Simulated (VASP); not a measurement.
Here is a VASP 6.6.1 calculation.

INCAR

```
SYSTEM = MoS2
PREC = Accurate ; ENCUT = 520
EDIFF = 1E-6 ; ISMEAR = 0
SIGMA = 0.02 ; LREAL = .False.
LASPH = .True. ; NELM = 60
ALGO = Normal ; ISIF = 2
LWAVE = .False. ; LCHARG = .False.
GGA = PS ; IBRION = 2
NSW = 60 ; EDIFFG = -0.008
KPAR = 4
```

The input KPOINTS:

```
regular mesh
0
Gamma
  12 12 2
  0 0 0
```

Contents of POSCAR:

```
MoS2
1.0
    3.1413882571      0.0000000000      0.0000000000
   -1.5706941286      2.7205220338      0.0000000000
    0.0000000000      0.0000000000     13.3401940004
Mo S
2 4
Direct
    0.6666666667      0.3333333333      0.2500000000
    0.3333333333      0.6666666667      0.7500000000
    0.6666666667      0.3333333333      0.6308380747
    0.3333333333      0.6666666667      0.3691619253
    0.6666666667      0.3333333333      0.8691619253
    0.3333333333      0.6666666667      0.1308380747
```

Potentials or basis: VASP PAW PBE potentials, release 64 (Mo_sv, S).

Launch:

```sh
$ cat potpaw_PBE.64/Mo_sv/POTCAR potpaw_PBE.64/S/POTCAR > POTCAR
$ mpirun -np 4 vasp_std > vasp.out
```

Task: Estimate the energy gained by relaxing.

Result: 5.6 meV/atom.

Task: What does it give for the band gap on the k mesh?

Result: 1.29 eV (least direct gap 1.77 eV).

Stress tensor (GPa, compression positive):
```
-0.13  0.00  0.00
 0.00 -0.13  0.00
 0.00  0.00 -0.55
```

Caveat: the cell differs from its parent crystal (strain along c alone, the other axes held: +6.0 %); the PAW data sets were made with another functional, which shifts forces and pressure a little; this functional lacks dispersion, which binds layers or chains, so the pressure and a relaxed spacing across them are unreliable. A k mesh can miss the band edges.
